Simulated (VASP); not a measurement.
Wanted: the native input for a VASP 6.6.1 run.

| Quantity | Value |
| --- | --- |
| Task | single point |
| Functional | PBE |
| Potentials or basis | VASP PAW PBE potentials, release 64 (In_d, Sb) |
| Cutoff | 520 eV |
| k mesh | 12 × 12 × 12 |
| Occupations | gaussian, width 0.15 eV |
| Spin | no spin polarisation |
| Dipole correction | no |
| Further INCAR settings | ALGO = Normal; EDIFF = 1e-07; NBANDS = 16 |

The structure of InSb lies in POSCAR:

```
InSb
1.0
    0.0000000000      3.3362730000      3.2391000000
    3.3362730000      0.0000000000      3.2391000000
    3.3362730000      3.3362730000      0.0000000000
In Sb
1 1
Direct
    0.0000000000      0.0000000000      0.0000000000
    0.7500000000      0.7500000000      0.7500000000
```

This cell differs from its parent crystal: strain +0.030 along x and y, +0.000 along z.

One way to write it, as run:

INCAR

```
SYSTEM = InSb
PREC = Accurate
ENCUT = 520
EDIFF = 1E-7
ISMEAR = 0
SIGMA = 0.15
LREAL = .False.
LASPH = .True.
NELM = 80
ALGO = Normal
ISIF = 2
LWAVE = .False.
LCHARG = .True.
GGA = PE
LELF = .True.
LVHAR = .True.
NBANDS = 16
```

KPOINTS

```
regular mesh
0
Gamma
  12 12 12
  0 0 0
```

Potentials or basis: VASP PAW PBE potentials, release 64 (In_d, Sb).

Command:

```bash
$ cat potpaw_PBE.64/In_d/POTCAR potpaw_PBE.64/Sb/POTCAR > POTCAR
$ mpirun -np 1 vasp_std > vasp.out
```

Results of the run:

The pressure is 0.4 GPa.

Caveat: the cell differs from its parent crystal (strain +0.030 along x and y, +0.000 along z).

Run time: 2.8 min on 1 thread of Intel(R) Xeon(R) Platinum 8259CL CPU @ 2.50GHz (Skylake/Cascade Lake), on a shared host, peak memory 0.34 GiB.
